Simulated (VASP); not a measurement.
Set up this calculation in VASP 6.6.1, as the native input.

| Quantity | Value |
| --- | --- |
| Task | single point |
| Functional | PBE |
| Potentials or basis | VASP PAW PBE potentials, release 64 (F, Ag, S) |
| Cutoff | 520 eV |
| k mesh | 4 × 5 × 4, shifted |
| Occupations | methfessel-paxton, width 0.0871 eV |
| Spin | no spin polarisation |
| Dipole correction | no |
| Further INCAR settings | ALGO = Normal; EDIFF = 1e-07; NBANDS = 40 |

The structure of AgSF6 lies in POSCAR:

```
AgSF6
1.0
    5.0973830000      0.0000000000      0.0000000000
   -2.4772360000      4.5097930000      0.0000000000
    0.0674000000     -2.6894970000      4.8161260000
F Ag S
6 1 1
Direct
    0.2508000000      0.8537000000      0.7367000000
    0.7492000000      0.1463000000      0.2633000000
    0.5758000000      0.4399000000      0.7232000000
    0.4242000000      0.5601000000      0.2768000000
    0.8644000000      0.1243000000      0.7376000000
    0.1356000000      0.8757000000      0.2624000000
    0.0000000000      0.0000000000      0.0000000000
    0.5000000000      0.0000000000      0.5000000000
```

The input as run:

INCAR

```
SYSTEM = AgSF6
PREC = Accurate
ENCUT = 520
EDIFF = 1E-7
ISMEAR = 1
SIGMA = 0.0871
LREAL = .FALSE.
LASPH = .TRUE.
NELM = 80
ALGO = Normal
ISIF = 2
LWAVE = .FALSE.
LCHARG = .FALSE.
GGA = PE
NBANDS = 40
```

KPOINTS

```
Automatic mesh
0
Gamma
  4 5 4
  0.5 0.5 0
```

Potentials or basis: VASP PAW PBE potentials, release 64 (F, Ag, S).

Launch:

```console
$ cat potpaw_PBE.64/F/POTCAR potpaw_PBE.64/Ag/POTCAR potpaw_PBE.64/S/POTCAR > POTCAR
$ mpirun -np 1 vasp_std > vasp.out
```

Results of the run:

* Pressure: -0.3 GPa
* Largest force: 1.792 eV/Å
* Band gap on the k mesh: zero (an odd number of electrons rules out a gap without spin polarisation)

Caveat: an odd number of electrons without spin polarisation forces a metal; a magnetic or distorted state may lie lower.

Wall time 6.8 min on 1 thread of Intel Xeon 8259CL, on a shared host, peak memory 0.33 GiB.
